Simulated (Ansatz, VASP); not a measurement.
One calculation of Cu, two programs

File POSCAR:

```
Cu
1.0
   -1.4427933200      1.4427933200      1.3760814500
    1.4427933200     -1.4427933200      1.3760814500
    1.4427933200      1.4427933200     -1.3760814500
Cu
1
Direct
    0.0000000000      0.0000000000      0.0000000000
```

File INCAR.step1:

```
SYSTEM = Cu
ALGO     = Normal         ! electronic algorithm
EDIFF    = 1E-4           ! SCF threshold, eV
ENCUT    = 600            ! plane-wave cutoff, eV
GGA      = PE             ! functional
ISMEAR   = 0              ! smearing method
LASPH    = .True.         ! aspherical terms in the spheres
LCHARG   = .False.        ! write CHGCAR
LREAL    = .False.        ! projectors in reciprocal space
LWAVE    = .True.         ! write WAVECAR
NELM     = 100            ! most SCF steps
PREC     = Accurate       ! precision mode
SIGMA    = 0.1            ! smearing width, eV
```

File INCAR.step2:

```
SYSTEM = Cu
ALGO     = Normal         ! electronic algorithm
BPARAM   = 11.95        
CPARAM   = 0.0093       
EDIFF    = 1E-6           ! SCF threshold, eV
EDIFFG   = -0.002         ! ionic threshold
ENCUT    = 600            ! plane-wave cutoff, eV
IBRION   = 2              ! ionic algorithm
ISIF     = 3              ! what is computed and relaxed
ISMEAR   = 0              ! smearing method
ISTART   = 1            
IVDW_NL  = 2            
LASPH    = .True.         ! aspherical terms in the spheres
LCHARG   = .False.        ! write CHGCAR
LMIXTAU  = .True.       
LREAL    = .False.        ! projectors in reciprocal space
LUSE_VDW = .True.       
LWAVE    = .False.        ! write WAVECAR
METAGGA  = R2SCAN         ! meta-GGA
NELM     = 100            ! most SCF steps
NSW      = 100            ! ionic steps
PREC     = Accurate       ! precision mode
SIGMA    = 0.1            ! smearing width, eV
```

KPOINTS

```
k-points
0
Gamma
  20 20 20
  0 0 0
```

Input for Ansatz:

```yaml
crystal:
  lattice:
    - [-1.44279332, 1.44279332, 1.37608145]
    - [1.44279332, -1.44279332, 1.37608145]
    - [1.44279332, 1.44279332, -1.37608145]
  atoms:
    - { symbol: Cu, position: [0.0, 0.0, 0.0] }
basis:
  ecutwfc: 500
kpoints:
  mp_grid: { grid: [20, 20, 20] }
hamiltonian:
  xc: r2scan
  dispersion: rvv10
  pseudopotentials: { kind: paw, azcp: { folder: soft_1 } }
scf:
  occupations: { method: gaussian, width: 0.1 }
output:
  forces: true
  stress: true
  eigenvalues: true
relax:
  adjacent_minimum: "off"
  f_tol: 0.002
  max_steps: 80
  cell: { stress_tol: 0.02 }
```

Alike in both runs: task relaxation of cell and atoms; functional r2SCAN; dispersion rVV10; k mesh 20 × 20 × 20; occupations gaussian, width 0.1 eV; no spin polarisation.

|  | VASP | Ansatz |
| --- | --- | --- |
| version | VASP 6.6.1 | Ansatz 0.2.0 |
| potentials or method | VASP PAW PBE potentials, release 64 (Cu), cutoff 600 eV | scalar-relativistic, plane waves, PAW |
| valence electrons in the cell | 11 | 19 |

|  | VASP | Ansatz | Ansatz less VASP |
| --- | --- | --- | --- |
| gap on the k mesh at the Fermi level, each at its own relaxed structure (eV) | none | none | - |
| relaxed volume (Å³/atom) | 11.40 | 11.35 | -0.045 |
| relaxed cell length with the largest relative difference (Å) | 2.457 | 2.454 | -0.0032 |

VASP's potentials were made for PBE, not for r2SCAN. A gap of «none» marks a metal or a gap that the smearing closes. VASP's potentials hold 11 valence electrons a cell and Ansatz's 19, so a difference there can come from the potentials and not from the codes.
